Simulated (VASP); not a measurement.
Input of a VASP 6.6.1 run:

The input INCAR:

```
PREC     = Accurate       # precision mode
ENCUT    = 520            # plane-wave cutoff, eV
EDIFF    = 1E-6           # SCF threshold, eV
ISMEAR   = 0              # smearing method
SIGMA    = 0.15           # smearing width, eV
LREAL    = False          # projectors in reciprocal space
LASPH    = True           # aspherical terms in the spheres
NELM     = 100            # most SCF steps
ALGO     = Fast           # electronic algorithm
ISIF     = 2              # what is computed and relaxed
LWAVE    = False          # write WAVECAR
LCHARG   = False          # write CHGCAR
GGA      = PE             # functional
NBANDS   = 13             # bands
```

KPOINTS

```
regular mesh
0
Gamma
  22 22 22
```

File POSCAR:

```
W
1.0
   -0.9254853714      1.6138013618      1.6138013618
    1.6138013618     -0.9254853714      1.6138013618
    1.6138013618      1.6138013618     -0.9254853714
W
1
Direct
    0.0000000000      0.0000000000      0.0000000000
```

Potentials or basis: VASP PAW PBE potentials, release 64 (W_sv).

The run is started by

```console
$ cat potpaw_PBE.64/W_sv/POTCAR > POTCAR
$ mpirun -np 1 vasp_std > vasp.out
```

(1) Estimate the pressure.

(2) Estimate the band gap on the k mesh.

Answers

(1) 70.4 GPa.

(2) zero (bands 7 and 8 overlap by 3.66 eV).

Caveat: the cell stands under pressure; spin-orbit coupling is left out, which moves the levels of the heavy elements.
